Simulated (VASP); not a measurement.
# Te2P (Pn-3m) in VASP: further runs

Runs on Te2P. Level: PBE. Tasks: single point, relaxation of cell and atoms.

Program: VASP 6.6.1. These are calculated values, not measurements. Logs are shortened: lines on timing, memory, paths and dates and some standing lists are left out, and cuts for length are marked.

**1. The cell of the first run**

Symmetry: Pn-3m, No. 224, cubic system. The conventional cell has a = 5.935 Å, b = 5.935 Å, c = 5.935 Å, α = 90.00°, β = 90.00°, γ = 90.00°. Within 3.4 Å of Te (site symmetry -3m) lie 2 P at 2.57 Å. Within 3.4 Å of P (site symmetry -43m) lie 4 Te at 2.57 Å.

**2. Single point, PBE**

Input file INCAR:

```
PREC     = Accurate       # precision mode
ENCUT    = 520            # plane-wave cutoff, eV
EDIFF    = 1E-7           # SCF threshold, eV
ISMEAR   = 0              # smearing method
SIGMA    = 0.1            # smearing width, eV
LREAL    = F              # projectors in reciprocal space
LASPH    = T              # aspherical terms in the spheres
NELM     = 100            # most SCF steps
ALGO     = Normal         # electronic algorithm
ISIF     = 2              # what is computed and relaxed
LWAVE    = F              # write WAVECAR
LCHARG   = F              # write CHGCAR
GGA      = PE             # functional
NBANDS   = 26             # bands
```

Input file KPOINTS:

```
Automatic mesh
0
Gamma
  4 4 4
```

Input file POSCAR:

```
Te2P
1.0
    5.9347641026      0.0000000000      0.0000000000
    0.0000000000      5.9347641026      0.0000000000
    0.0000000000      0.0000000000      5.9347641026
Te P
4 2
Direct
    0.2500000000      0.2500000000      0.2500000000
    0.2500000000      0.7500000000      0.7500000000
    0.7500000000      0.7500000000      0.2500000000
    0.7500000000      0.2500000000      0.7500000000
    0.0000000000      0.0000000000      0.0000000000
    0.5000000000      0.5000000000      0.5000000000
```

Potentials or basis: VASP PAW PBE potentials, release 64 (Te, P).

Started as:

```
cat potpaw_PBE.64/Te/POTCAR potpaw_PBE.64/P/POTCAR > POTCAR
mpirun -np 1 vasp_std > vasp.out
```

OUTCAR:

```text
PREC = Accurate
   ENCUT = 520
   EDIFF = 1E-7
   ISMEAR = 0
   LREAL = F
   LASPH = T
   NELM = 100
   ISIF = 2
   GGA = PE

 ion  position               nearest neighbor table
   1  0.250  0.250  0.250-   5 2.57   6 2.57
   2  0.250  0.750  0.750-   5 2.57   6 2.57
   3  0.750  0.750  0.250-   5 2.57   6 2.57
   4  0.750  0.250  0.750-   5 2.57   6 2.57
   5  0.000  0.000  0.000-   1 2.57   2 2.57   3 2.57   4 2.57
   6  0.500  0.500  0.500-   1 2.57   2 2.57   3 2.57   4 2.57

  LATTYP: Found a simple cubic cell.
 ALAT       =     5.9347641026

  Lattice vectors:

 A1 = (   5.9347641026,   0.0000000000,   0.0000000000)
 A2 = (   0.0000000000,   5.9347641026,   0.0000000000)
 A3 = (   0.0000000000,   0.0000000000,   5.9347641026)

Analysis of symmetry for initial positions (statically):
=====================================================================
 Subroutine PRICEL returns:
 Original cell was already a primitive cell.

 Routine SETGRP: Setting up the symmetry group for a
 simple cubic supercell.

 Subroutine GETGRP returns: Found 48 space group operations
 (whereof 24 operations were pure point group operations)
 out of a pool of 48 trial point group operations.

The static configuration has the point symmetry T_d .
 The point group associated with its full space group is O_h .

Analysis of symmetry for dynamics (positions and initial velocities):
=====================================================================
 Subroutine PRICEL returns:
 Original cell was already a primitive cell.

 Routine SETGRP: Setting up the symmetry group for a
 simple cubic supercell.

 Subroutine GETGRP returns: Found 48 space group operations
 (whereof 24 operations were pure point group operations)
 out of a pool of 48 trial point group operations.

The dynamic configuration has the point symmetry T_d .
 The point group associated with its full space group is O_h .

 Subroutine INISYM returns: Found 48 space group operations
 (whereof 24 operations are pure point group operations),
 and found     1 'primitive' translations

----------------------------------------------------------------------------------------

                                     Primitive cell

  volume of cell :     209.0308

  direct lattice vectors                    reciprocal lattice vectors
     5.934764103  0.000000000  0.000000000     0.168498694  0.000000000  0.000000000
     0.000000000  5.934764103  0.000000000     0.000000000  0.168498694  0.000000000
[... 83 lines left out ...]
   NFREE  =      0    steps in history (QN), initial steepest desc. (CG)
   ISIF   =      2    stress and relaxation
   ISYM   =      2    0-nonsym 1-usesym 2-fastsym
   POTIM  = 0.5000    time-step for ionic-motion
   TEBEG  =    0.0;   TEEND  =   0.0 temperature during run
   PSTRESS=    0.0 pullay stress
   NELECT =      34.0000    total number of electrons
   NUPDOWN=      -1.0000    fix difference up-down
   EMIN   =  10.00;   EMAX   =-10.00  energy-range for DOS
   EFERMI =   0.00;   METHOD = LEGACY
   ISMEAR =     0;   SIGMA  =   0.10  broadening in eV -4-tet -1-fermi 0-gaus
   EFERMI_NEDOS =   21; number of points for ismear=-14 and -15
   IALGO  =     38    algorithm
   IMIX   =      4    mixing-type and parameters
     AMIX     =   0.40;   BMIX     =  1.00
     AMIX_MAG =   1.60;   BMIX_MAG =  1.00
  volume/ion in A,a.u.               =      34.84       235.10
  Fermi-wavevector in a.u.,A,eV,Ry     =   0.893644  1.688742 10.865597  0.798599
  Thomas-Fermi vector in A             =   2.015747
   LORBIT       =      0    0 simple, 1 ext, 2 COOP (PROOUT), +10 PAW based schemes
   GGA     = PE    functional components
   LHFCALC =     F    Hartree Fock is set to
   AEXX    =    0.0000 exact exchange contribution
   IVDW    =     0    specifies the selected vdW correction
   LEPSILON=     F    determine dielectric tensor
   LRPA    =     F    only Hartree local field effects (RPA)
 non-spin polarized calculation
 Gauss-broadening in eV      SIGMA  =   0.10
  energy-cutoff  :      520.00
  volume of cell :      209.03
 maximum number of plane-waves:      5656
 NGX is ok and might be reduce to    48
   NGX = 23   NGY = 23   NGZ = 23

 number of electron      33.9999994 magnetization

 Free energy of the ion-electron system (eV)
  ---------------------------------------------------
  ext. energy  EPLUGINS =         0.00000000
  ---------------------------------------------------
  free energy    TOTEN  =       -20.20736913 eV

  energy without entropy =      -20.16452519  energy(sigma->0) =      -20.18594716

 E-fermi :   3.4918     XC(G=0):  -8.3830

 val. band max:        3.4757337250   @ k =   0.5000   0.2500   0.2500
 cond. band min:       3.5093130052   @ k =   0.5000   0.2500   0.2500
 fundamental gap:      0.0335792802
 Fermi energy:         3.4917887097

 k-point     1 :       0.0000    0.0000    0.0000
  band No.  band energies     occupation
      1      -9.5299      2.00000
      2      -7.6130      2.00000
      3      -6.9960      2.00000
      4      -6.9960      2.00000
      5      -6.9960      2.00000
      6      -3.0801      2.00000
[... 279 lines left out ...]
     25       8.9332      0.00000
     26       8.9332      0.00000

------------------------ aborting loop because EDIFF is reached ----------------------------------------

  FORCE on cell =-STRESS in cart. coord.  units (eV):
  Direction    XX          YY          ZZ          XY          YZ          ZX
  --------------------------------------------------------------------------------------
  -------------------------------------------------------------------------------------
  Total       -0.1427963     -0.1427963     -0.1427963      0.0000000      0.0000000     -0.0000000
  in kB       -1.0945036     -1.0945036     -1.0945036      0.0000000      0.0000000     -0.0000000
  external PRESSURE =      -1.0945036 kB  Pullay stress =       0.0000000 kB

 VOLUME and BASIS-vectors are now :
 -----------------------------------------------------------------------------
  energy-cutoff  :      520.00
  volume of cell :      209.03
      direct lattice vectors                 reciprocal lattice vectors
     5.934764103  0.000000000  0.000000000     0.168498694  0.000000000  0.000000000
     0.000000000  5.934764103  0.000000000     0.000000000  0.168498694  0.000000000
     0.000000000  0.000000000  5.934764103     0.000000000  0.000000000  0.168498694

 POSITION                                       TOTAL-FORCE (eV/Angst)
 -----------------------------------------------------------------------------------
      1.48369      1.48369      1.48369         0.000000      0.000000     -0.000000
      1.48369      4.45107      4.45107        -0.000000      0.000000      0.000000
      4.45107      4.45107      1.48369         0.000000     -0.000000      0.000000
      4.45107      1.48369      4.45107         0.000000      0.000000      0.000000
      0.00000      0.00000      0.00000        -0.000000     -0.000000     -0.000000
      2.96738      2.96738      2.96738         0.000000     -0.000000      0.000000
 -----------------------------------------------------------------------------------
    total drift:                               -0.000000     -0.000000      0.000000

  FREE ENERGIE OF THE ION-ELECTRON SYSTEM (eV)
  ---------------------------------------------------
  free  energy   TOTEN  =       -20.2073691308 eV

  energy  without entropy=      -20.1645251868  energy(sigma->0) =      -20.18594716
```

It took 57 s on 1 thread of Intel Xeon Platinum 8175M at 2.50GHz (Skylake/Cascade Lake), shared host; peak memory 0.32 GiB.

Results:

```
Free energy            : -20.2074 eV
Pressure               : -0.1 GPa
Band gap on the k mesh : zero (band 17 reaches 3.64 eV, above the bottom of band 18 at 2.89 eV)
```

Caveat: spin-orbit coupling is left out, which moves the levels of the heavy elements.

**3. Relaxation of cell and atoms, PBE**

This run uses another cell than the first one, of 31.26 Å³/atom, 0.897 times its volume.

Input file INCAR:

```
PREC     = Accurate       # precision mode
ENCUT    = 600            # plane-wave cutoff, eV
EDIFF    = 1E-6           # SCF threshold, eV
ISMEAR   = 0              # smearing method
SIGMA    = 0.1            # smearing width, eV
LREAL    = F              # projectors in reciprocal space
LASPH    = T              # aspherical terms in the spheres
NELM     = 100            # most SCF steps
ALGO     = Normal         # electronic algorithm
ISIF     = 3              # what is computed and relaxed
LWAVE    = F              # write WAVECAR
LCHARG   = F              # write CHGCAR
GGA      = PE             # functional
IBRION   = 2              # ionic algorithm
NSW      = 90             # ionic steps
EDIFFG   = -0.04          # ionic threshold
```

KPOINTS is that of step 2.

POSCAR: that of step 2 with these lines changed.

```diff
@@ -2,5 +2,5 @@
 1.0
-    5.9347641026      0.0000000000      0.0000000000
-    0.0000000000      5.9347641026      0.0000000000
-    0.0000000000      0.0000000000      5.9347641026
+    5.7242668588      0.0000000000      0.0000000000
+    0.0000000000      5.7242668588      0.0000000000
+    0.0000000000      0.0000000000      5.7242668588
 Te P
```

Potentials or basis: VASP PAW PBE potentials, release 64 (Te, P).

Started as:

```
cat potpaw_PBE.64/Te/POTCAR potpaw_PBE.64/P/POTCAR > POTCAR
mpirun -np 1 vasp_std > vasp.out
```

Run time: 2.3 min. Hardware: 1 thread of Intel Xeon Platinum 8175M at 2.50GHz (Skylake/Cascade Lake), shared host; peak memory 0.34 GiB.

It converged, with:

```
Free energy                            : -20.2069 eV
Relaxed volume                         : 34.71 Å³/atom
Relaxed cell                           : a = 5.928 Å, b = 5.928 Å, c = 5.928 Å, α = 90.00°, β = 90.00°, γ = 90.00°
Space group after relaxing (to 0.05 Å) : Pn-3m (No. 224)
Energy gained by relaxing              : 48.3 meV/atom
Ionic steps                            : 3
Pressure after relaxing                : 0.0 GPa
Band gap on the k mesh                 : zero (band 17 reaches 3.67 eV, above the bottom of band 18 at 2.92 eV)
```

The path:
```
step  energy change (eV)  largest force (eV/Å)  pressure (GPa)  volume (Å³)
   1              0.0000                0.0000            4.92       187.57
   2             -0.2685                0.0000           -1.04       214.83
   3             -0.2900                0.0000            0.02       208.28
```

Final structure:
```yaml
crystal:
  lattice:
    - [5.92766, 0.00000, 0.00000]
    - [0.00000, 5.92766, 0.00000]
    - [0.00000, 0.00000, 5.92766]
  atoms:
    - { symbol: Te, position: [0.25000, 0.25000, 0.25000] }
    - { symbol: Te, position: [0.25000, 0.75000, 0.75000] }
    - { symbol: Te, position: [0.75000, 0.75000, 0.25000] }
    - { symbol: Te, position: [0.75000, 0.25000, 0.75000] }
    - { symbol: P, position: [0.00000, 0.00000, 0.00000] }
    - { symbol: P, position: [0.50000, 0.50000, 0.50000] }
```

Levels at points of the mesh, in eV from the Fermi level:
```csv
k point,band 15,band 16,band 17,band 18,band 19,band 20
"(0.00, 0.00, 0.00)",-0.45,-0.45,-0.45,0.15,0.15,0.15
"(0.50, 0.00, 0.00)",-1.19,-1.19,-0.60,-0.60,1.95,1.95
"(0.50, 0.50, 0.00)",-0.47,-0.47,0.06,0.06,0.86,0.86
"(0.50, 0.50, 0.50)",-0.24,-0.10,-0.10,0.31,0.31,0.31
```

Caveat: spin-orbit coupling is left out, which moves the levels of the heavy elements.
